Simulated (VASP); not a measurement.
Input of a VASP 6.6.1 run:

The input INCAR:

```
SYSTEM = SiC
  ALGO = Normal
  EDIFF = 1E-8
  ENCUT = 520
  GGA = PE
  IBRION = 8
  ISIF = 2
  ISMEAR = 0
  LASPH = .True.
  LCHARG = .True.
  LEPSILON = .True.
  LREAL = .False.
  LWAVE = .False.
  NBANDS = 16
  NELM = 60
  NSW = 1
  PREC = Accurate
  SIGMA = 0.01
```

The input KPOINTS:

```
k-points
0
Gamma
  12 12 6
  0 0 0
```

The input POSCAR:

```
SiC
1.0
    3.0919056629      0.0000000000      0.0000000000
   -1.5459528315      2.6776688501      0.0000000000
    0.0000000000      0.0000000000      5.0742979411
Si C
2 2
Direct
    0.3333333333      0.6666666667      0.0045798239
    0.6666666667      0.3333333333      0.5045798239
    0.3333333333      0.6666666667      0.3804201761
    0.6666666667      0.3333333333      0.8804201761
```

Potentials or basis: VASP PAW PBE potentials, release 64 (Si, C).

Launch:

```bash
$ cat potpaw_PBE.64/Si/POTCAR potpaw_PBE.64/C/POTCAR > POTCAR
$ mpirun -np 1 vasp_std > vasp.out
```

Estimate the electronic dielectric tensor (diagonal).

6.96, 6.96, 7.33.

Estimate the Born charges (mean of the diagonal).

Si +2.71; C -2.71 e.

Estimate the highest phonon frequency at Γ, LO-TO splitting left out.

816 cm⁻¹.

Born effective charge tensors (e):
atom 1, Si
```
2.65 0.00 0.00
0.00 2.65 0.00
0.00 0.00 2.84
```
atom 2, Si
```
2.65 0.00 0.00
0.00 2.65 0.00
0.00 0.00 2.84
```
atom 3, C
```
-2.65  0.00  0.00
 0.00 -2.65  0.00
 0.00  0.00 -2.84
```
atom 4, C
```
-2.65  0.00  0.00
 0.00 -2.65  0.00
 0.00  0.00 -2.84
```
